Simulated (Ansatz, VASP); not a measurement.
Two plane-wave programs on MoSe

```xyz
2
Lattice="0.0000 2.5749 2.5749 2.5749 0.0000 2.5749 2.5749 2.5749 0.0000" Properties=species:S:1:pos:R:3 pbc="T T T"
Mo    0.0000    0.0000    0.0000
Se    2.5749    2.5749    2.5749
```

Alike in both runs: task single point; functional r2SCAN; k mesh 14 × 14 × 14; occupations gaussian, width 0.1 eV; collinear spin.

|  | VASP | Ansatz |
| --- | --- | --- |
| version | VASP 6.6.1 | Ansatz 0.2.0 |
| potentials or method | VASP PAW PBE potentials, release 64 (Mo_sv, Se), cutoff 520 eV | scalar-relativistic, plane waves, PAW |
| valence electrons in the cell | 20 | 30 |

```csv
,VASP,Ansatz,Ansatz less VASP
gap on the k mesh at the Fermi level (eV),none,none,-
pressure (GPa),5.3,17.4,+12.06
net moment per atom (μB),0.00,1.27,+1.267
size of the moment on the site where the two differ most (μB),0.00,1.93,+1.934
```

The net moments are unlike, so the other rows may belong to different states. VASP's potentials were made for PBE, not for r2SCAN. Site moments also hang on the region over which each program counts them. A gap of «none» marks a metal or a gap that the smearing closes. VASP's potentials hold 20 valence electrons a cell and Ansatz's 30, so a difference there can come from the potentials and not from the codes. Ansatz's warnings: stability check not made.
